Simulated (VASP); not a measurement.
# SiGe (P6_3mc) in VASP: further runs

SiGe is run at these levels: PBEsol; tasks: single point.

Program: VASP 6.6.1. These are calculated values, not measurements. Logs are shortened: lines on timing, memory, paths and dates and some standing lists are left out, and cuts for length are marked.

## Step 1: The cell of the first run

Symmetry: P6_3mc, No. 186, hexagonal system. The conventional cell has a = 3.886 Å, b = 3.886 Å, c = 6.539 Å, α = 90.00°, β = 90.00°, γ = 120.00°. Within 3.2 Å of Si (site symmetry 3m) lie 4 Ge at 2.39 to 2.43 Å. Within 3.2 Å of Ge (site symmetry 3m) lie 4 Si at 2.39 to 2.43 Å.

## Step 2: Single point, PBEsol (strained cell)

INCAR reads:

```
SYSTEM = SiGe
PREC = Accurate ; ENCUT = 500
EDIFF = 1E-6 ; ISMEAR = 0
SIGMA = 0.02 ; LREAL = .False.
LASPH = .True. ; NELM = 120
ALGO = Normal ; ISIF = 2
LWAVE = .False. ; LCHARG = .False.
GGA = PS ; NBANDS = 26
GGA_COMPAT = .False.
```

KPOINTS reads:

```
regular mesh
0
Gamma
  9 9 6
  0 0 0
```

POSCAR reads:

```
SiGe
1.0
    3.8859695921      0.0000000000      0.0000000000
   -1.9429847960      3.3653483851      0.0000000000
    0.0000000000      0.0000000000      6.5394169440
Si Ge
2 2
Direct
    0.3333333333      0.6666666667      0.0010543777
    0.6666666667      0.3333333333      0.5010543777
    0.3333333333      0.6666666667      0.3729456223
    0.6666666667      0.3333333333      0.8729456223
```

Potentials or basis: VASP PAW PBE potentials, release 64 (Si, Ge_d).

Run with:

```sh
$ cat potpaw_PBE.64/Si/POTCAR potpaw_PBE.64/Ge_d/POTCAR > POTCAR
$ mpirun -np 1 vasp_std > vasp.out
```

OUTCAR:

```text
SYSTEM = SiGe
   PREC = Accurate
   ENCUT = 500
   EDIFF = 1E-6
   ISMEAR = 0
   LREAL = .False.
   LASPH = .True.
   NELM = 120
   ISIF = 2
   GGA = PS

 ion  position               nearest neighbor table
   1  0.333  0.667  0.001-   4 2.39   4 2.39   4 2.39   3 2.43
   2  0.667  0.333  0.501-   3 2.39   3 2.39   3 2.39   4 2.43
   3  0.333  0.667  0.373-   2 2.39   2 2.39   2 2.39   1 2.43
   4  0.667  0.333  0.873-   1 2.39   1 2.39   1 2.39   2 2.43

  LATTYP: Found a hexagonal cell.
 ALAT       =     3.8859695921
 C/A-ratio  =     1.6828276159

  Lattice vectors:

 A1 = (   3.8859695921,   0.0000000000,   0.0000000000)
 A2 = (  -1.9429847960,   3.3653483851,   0.0000000000)
 A3 = (   0.0000000000,   0.0000000000,   6.5394169440)

Analysis of symmetry for initial positions (statically):
=====================================================================
 Subroutine PRICEL returns:
 Original cell was already a primitive cell.

 Routine SETGRP: Setting up the symmetry group for a
 hexagonal supercell.

 Subroutine GETGRP returns: Found 12 space group operations
 (whereof  6 operations were pure point group operations)
 out of a pool of 24 trial point group operations.

The static configuration has the point symmetry C_3v.
 The point group associated with its full space group is C_6v.

Analysis of symmetry for dynamics (positions and initial velocities):
=====================================================================
 Subroutine PRICEL returns:
 Original cell was already a primitive cell.

 Routine SETGRP: Setting up the symmetry group for a
 hexagonal supercell.

 Subroutine GETGRP returns: Found 12 space group operations
 (whereof  6 operations were pure point group operations)
 out of a pool of 24 trial point group operations.

The dynamic configuration has the point symmetry C_3v.
 The point group associated with its full space group is C_6v.

 Subroutine INISYM returns: Found 12 space group operations
 (whereof  6 operations are pure point group operations),
 and found     1 'primitive' translations

----------------------------------------------------------------------------------------

                                     Primitive cell

  volume of cell :      85.5202
[... 88 lines left out ...]
   LNONCOLLINEAR =      F non collinear calculations
   LSORBIT =      F    spin-orbit coupling
   LASPH  =      T    aspherical Exc in radial PAW
   ENCUT  =  500.0 eV  36.75 Ry    6.06 a.u.   7.09  7.09 11.92*2*pi/ulx,y,z
   NELM   =    120;   NELMIN=  2; NELMDL= -5     # of ELM steps
   EDIFF  = 0.1E-05   stopping-criterion for ELM
   LREAL  =      F    real-space projection
   EDIFFG = 0.1E-04   stopping-criterion for IOM
   NSW    =      0    number of steps for IOM
   IBRION =     -1    ionic relax: 0-MD 1-quasi-New 2-CG
   NFREE  =      0    steps in history (QN), initial steepest desc. (CG)
   ISIF   =      2    stress and relaxation
   ISYM   =      2    0-nonsym 1-usesym 2-fastsym
   POTIM  = 0.5000    time-step for ionic-motion
   TEBEG  =    0.0;   TEEND  =   0.0 temperature during run
   PSTRESS=    0.0 pullay stress
   NELECT =      36.0000    total number of electrons
   NUPDOWN=      -1.0000    fix difference up-down
   EMIN   =  10.00;   EMAX   =-10.00  energy-range for DOS
   EFERMI =   0.00;   METHOD = LEGACY
   ISMEAR =     0;   SIGMA  =   0.02  broadening in eV -4-tet -1-fermi 0-gaus
   EFERMI_NEDOS =   21; number of points for ismear=-14 and -15
   IALGO  =     38    algorithm
   IMIX   =      4    mixing-type and parameters
     AMIX     =   0.40;   BMIX     =  1.00
     AMIX_MAG =   1.60;   BMIX_MAG =  1.00
  volume/ion in A,a.u.               =      21.38       144.28
  Fermi-wavevector in a.u.,A,eV,Ry     =   1.226929  2.318560 20.481603  1.505355
  Thomas-Fermi vector in A             =   2.361912
   LORBIT       =      0    0 simple, 1 ext, 2 COOP (PROOUT), +10 PAW based schemes
   GGA     = PS    functional components
   LHFCALC =     F    Hartree Fock is set to
   AEXX    =    0.0000 exact exchange contribution
   IVDW    =     0    specifies the selected vdW correction
   LEPSILON=     F    determine dielectric tensor
   LRPA    =     F    only Hartree local field effects (RPA)
 non-spin polarized calculation
 Gauss-broadening in eV      SIGMA  =   0.02
  energy-cutoff  :      500.00
  volume of cell :       85.52
 maximum number of plane-waves:      2193
   NGX = 15   NGY = 15   NGZ = 23

 number of electron      35.9999999 magnetization

 Free energy of the ion-electron system (eV)
  ---------------------------------------------------
  ext. energy  EPLUGINS =         0.00000000
  ---------------------------------------------------
  free energy    TOTEN  =       -21.24762227 eV

  energy without entropy =      -21.24762227  energy(sigma->0) =      -21.24762227

 E-fermi :   5.6163     XC(G=0):  -9.8508

 val. band max:        5.5245575613   @ k =   0.0000   0.0000   0.0000
 cond. band min:       5.8464064250   @ k =   0.4444   0.0000   0.3333
 fundamental gap:      0.3218488637
 Fermi energy:         5.6162637838

 k-point     1 :       0.0000    0.0000    0.0000
  band No.  band energies     occupation
      1     -19.0365      2.00000
      2     -19.0361      2.00000
      3     -19.0325      2.00000
      4     -19.0325      2.00000
      5     -19.0296      2.00000
      6     -19.0296      2.00000
[... 685 lines left out ...]
     25      12.7991      0.00000
     26      12.8430      0.00000

 [... further k-points ...]

------------------------ aborting loop because EDIFF is reached ----------------------------------------

  FORCE on cell =-STRESS in cart. coord.  units (eV):
  Direction    XX          YY          ZZ          XY          YZ          ZX
  --------------------------------------------------------------------------------------
  -------------------------------------------------------------------------------------
  Total        0.1728534      0.1728534     -1.4027171      0.0000000      0.0000000      0.0000000
  in kB        3.2383225      3.2383225    -26.2792050      0.0000000      0.0000000      0.0000000
  external PRESSURE =      -6.6008534 kB  Pullay stress =       0.0000000 kB

 VOLUME and BASIS-vectors are now :
 -----------------------------------------------------------------------------
  energy-cutoff  :      500.00
  volume of cell :       85.52
      direct lattice vectors                 reciprocal lattice vectors
     3.885969592  0.000000000  0.000000000     0.257336033  0.148573028  0.000000000
    -1.942984796  3.365348385  0.000000000     0.000000000  0.297146056  0.000000000
     0.000000000  0.000000000  6.539416944     0.000000000  0.000000000  0.152918832

 POSITION                                       TOTAL-FORCE (eV/Angst)
 -----------------------------------------------------------------------------------
     -0.00000      2.24357      0.00690        -0.000000      0.000000     -0.000891
      1.94298      1.12178      3.27660         0.000000      0.000000     -0.000891
     -0.00000      2.24357      2.43885        -0.000000      0.000000      0.000891
      1.94298      1.12178      5.70856         0.000000     -0.000000      0.000891
 -----------------------------------------------------------------------------------
    total drift:                                0.000001      0.000001      0.000355

  FREE ENERGIE OF THE ION-ELECTRON SYSTEM (eV)
  ---------------------------------------------------
  free  energy   TOTEN  =       -21.2476222713 eV

  energy  without entropy=      -21.2476222713  energy(sigma->0) =      -21.24762227
```

OSZICAR:

```text
N       E                     dE             d eps       ncg     rms          rms(c)
DAV:   1     0.258556399987E+03    0.25856E+03   -0.17346E+04  2910   0.291E+03
DAV:   2     0.205430245558E+02   -0.23801E+03   -0.22985E+03  2512   0.612E+02
DAV:   3    -0.199887313370E+02   -0.40532E+02   -0.40090E+02  3082   0.152E+02
DAV:   4    -0.215834525204E+02   -0.15947E+01   -0.15920E+01  2882   0.333E+01
DAV:   5    -0.216173440413E+02   -0.33892E-01   -0.33883E-01  3124   0.548E+00    0.577E+00
DAV:   6    -0.213653812226E+02    0.25196E+00   -0.10494E-01  2890   0.242E+00    0.336E+00
DAV:   7    -0.212450817532E+02    0.12030E+00   -0.18698E-01  2704   0.276E+00    0.225E-01
DAV:   8    -0.212473037326E+02   -0.22220E-02   -0.17525E-02  3060   0.133E+00    0.119E-01
DAV:   9    -0.212474958906E+02   -0.19216E-03   -0.46638E-04  3166   0.183E-01    0.870E-02
DAV:  10    -0.212476019360E+02   -0.10605E-03   -0.93451E-05  3042   0.750E-02    0.252E-02
DAV:  11    -0.212476205877E+02   -0.18652E-04   -0.19649E-05  2510   0.247E-02    0.434E-03
DAV:  12    -0.212476220765E+02   -0.14888E-05   -0.18169E-06  2508   0.926E-03    0.175E-03
DAV:  13    -0.212476222713E+02   -0.19478E-06   -0.27040E-07  1712   0.385E-03
   1 F= -.21247622E+02 E0= -.21247622E+02  d E =-.343341E-13
```

It took 67 s on 1 thread of Intel Xeon 8259CL, shared host; peak memory 0.23 GiB.

Results:

* Free energy: -21.2476 eV
* Pressure: -0.7 GPa
* Band gap on the k mesh: 0.32 eV (least direct gap 0.57 eV)

Stress tensor (GPa, compression positive):
```
 0.32  0.00  0.00
 0.00  0.32  0.00
 0.00  0.00 -2.63
```

Levels at points of the mesh, in eV from the valence-band top:
```
           k point  band 14  band 15  band 16  band 17  band 18  band 19  band 20  band 21  band 22  band 23
(0.00, 0.00, 0.00)    -1.50    -1.50    -0.46     0.00     0.00     0.57     1.20     2.08     2.08     2.61
(0.00, 0.00, 0.50)    -4.71    -0.91    -0.91    -0.91    -0.91     1.32     1.32     3.10     3.10     3.10
```

Caveat: the cell differs from its parent crystal (strained cell); semilocal functionals underestimate gaps, and a narrow one can read as zero; the PAW data sets were made with another functional, which shifts forces and pressure a little. A k mesh can miss the band edges.

## Step 3: Single point, PBEsol (strained cell)

INCAR reads:

```
PREC     = Accurate       # precision mode
ENCUT    = 500            # plane-wave cutoff, eV
EDIFF    = 1E-6           # SCF threshold, eV
ISMEAR   = 0              # smearing method
SIGMA    = 0.02           # smearing width, eV
LREAL    = F              # projectors in reciprocal space
LASPH    = T              # aspherical terms in the spheres
NELM     = 120            # most SCF steps
ALGO     = Normal         # electronic algorithm
ISIF     = 2              # what is computed and relaxed
LWAVE    = F              # write WAVECAR
LCHARG   = F              # write CHGCAR
GGA      = PS             # functional
NBANDS   = 26             # bands
GGA_COMPAT= F
```

KPOINTS reads:

```
Automatic mesh
0
Gamma
  9 9 6
```

POSCAR reads:

```
SiGe
1.0
    3.8956457699      0.0000000000      0.0000000000
   -1.9478228850      3.3737282009      0.0000000000
    0.0000000000      0.0000000000      6.5394169440
Si Ge
2 2
Direct
    0.3333333333      0.6666666667      0.0008808735
    0.6666666667      0.3333333333      0.5008808735
    0.3333333333      0.6666666667      0.3731191265
    0.6666666667      0.3333333333      0.8731191265
```

Potentials or basis: VASP PAW PBE potentials, release 64 (Si, Ge_d).

Run with:

```sh
$ cat potpaw_PBE.64/Si/POTCAR potpaw_PBE.64/Ge_d/POTCAR > POTCAR
$ mpirun -np 1 vasp_std > vasp.out
```

It took 71 s on 1 thread of Intel Xeon 8259CL, shared host; peak memory 0.23 GiB.

The run converged. Its results:

| Property | Result |
| --- | --- |
| Free energy | -21.2480 eV |
| Pressure | -1.0 GPa |
| Band gap on the k mesh | 0.33 eV (least direct gap 0.53 eV) |

Stress tensor (GPa, compression positive):
```
-0.19  0.00  0.00
 0.00 -0.19  0.00
 0.00  0.00 -2.74
```

Levels at points of the mesh, in eV from the valence-band top:
```csv
k point,band 15,band 16,band 17,band 18,band 19,band 20,band 21,band 22
"(0.00, 0.00, 0.00)",-1.50,-0.43,0.00,0.00,0.53,1.20,2.08,2.08
"(0.00, 0.00, 0.50)",-0.92,-0.92,-0.92,-0.92,1.29,1.29,3.09,3.09
```

Caveat: the cell differs from its parent crystal (strained cell); semilocal functionals underestimate gaps, and a narrow one can read as zero; the PAW data sets were made with another functional, which shifts forces and pressure a little. A k mesh can miss the band edges.

## Step 4: Single point, PBEsol (strained cell)

INCAR reads:

```
SYSTEM = SiGe
PREC = Accurate
ENCUT = 500
EDIFF = 1E-6
ISMEAR = 0
SIGMA = 0.02
LREAL = .False.
LASPH = .True.
NELM = 120
ALGO = Normal
ISIF = 2
LWAVE = .False.
LCHARG = .False.
GGA = PS
NBANDS = 26
GGA_COMPAT = .False.
```

KPOINTS reads:

```
regular mesh
0
Gamma
  9 9 6
  0 0 0
```

POSCAR reads:

```
SiGe
1.0
    3.8929418203      0.0000000000      0.0000000000
   -1.9464709102      3.3713865118      0.0000000000
    0.0000000000      0.0000000000      6.5394169440
Si Ge
2 2
Direct
    0.3333333333      0.6666666667      0.0009219921
    0.6666666667      0.3333333333      0.5009219921
    0.3333333333      0.6666666667      0.3730780079
    0.6666666667      0.3333333333      0.8730780079
```

Run with:

```sh
$ cat potpaw_PBE.64/Si/POTCAR potpaw_PBE.64/Ge_d/POTCAR > POTCAR
$ mpirun -np 1 vasp_std > vasp.out
```

Wall time 69 s (1 thread of Intel Xeon 8259CL, shared host); peak memory 0.23 GiB.

The run converged. Its results:

| Property | Result |
| --- | --- |
| Free energy | -21.2480 eV |
| Pressure | -0.9 GPa |
| Band gap on the k mesh | 0.33 eV (least direct gap 0.54 eV) |

Stress tensor (GPa, compression positive):
```
-0.05  0.00  0.00
 0.00 -0.05  0.00
 0.00  0.00 -2.71
```

Levels at points of the mesh, in eV from the valence-band top:
```tsv
k point	band 14	band 15	band 16	band 17	band 18	band 19	band 20	band 21	band 22	band 23
(0.00, 0.00, 0.00)	-1.50	-1.50	-0.44	0.00	0.00	0.54	1.20	2.08	2.08	2.60
(0.00, 0.00, 0.50)	-4.69	-0.91	-0.91	-0.91	-0.91	1.29	1.29	3.10	3.10	3.10
```

Caveat: the cell differs from its parent crystal (strained cell); semilocal functionals underestimate gaps, and a narrow one can read as zero; the PAW data sets were made with another functional, which shifts forces and pressure a little. A k mesh can miss the band edges.

## Step 5: Summary

| cell | gap on the mesh (eV) | pressure (GPa) |
| --- | --- | --- |
| a = 3.886, b = 3.886, c = 6.539 Å, angles 90.0, 90.0, 120.0°, 4 atoms, atomic positions A | 0.32 | -0.7 |
| a = 3.896, b = 3.896, c = 6.539 Å, angles 90.0, 90.0, 120.0°, 4 atoms, atomic positions B | 0.33 | -1.0 |
| a = 3.893, b = 3.893, c = 6.539 Å, angles 90.0, 90.0, 120.0°, 4 atoms, atomic positions B | 0.33 | -0.9 |

Alike in all rows: task single point; level PBEsol; potentials or basis VASP PAW PBE potentials, release 64 (Si, Ge_d); no spin polarisation; k mesh 9 × 9 × 6; cutoff (eV) 500; smearing gaussian 0.02 eV.

Caveats: semilocal functionals underestimate gaps, and a narrow one can read as zero; the PAW data sets were made with another functional, which shifts forces and pressure a little.

Total energies depend on the potentials used, so only differences within one code and one set of settings carry meaning.
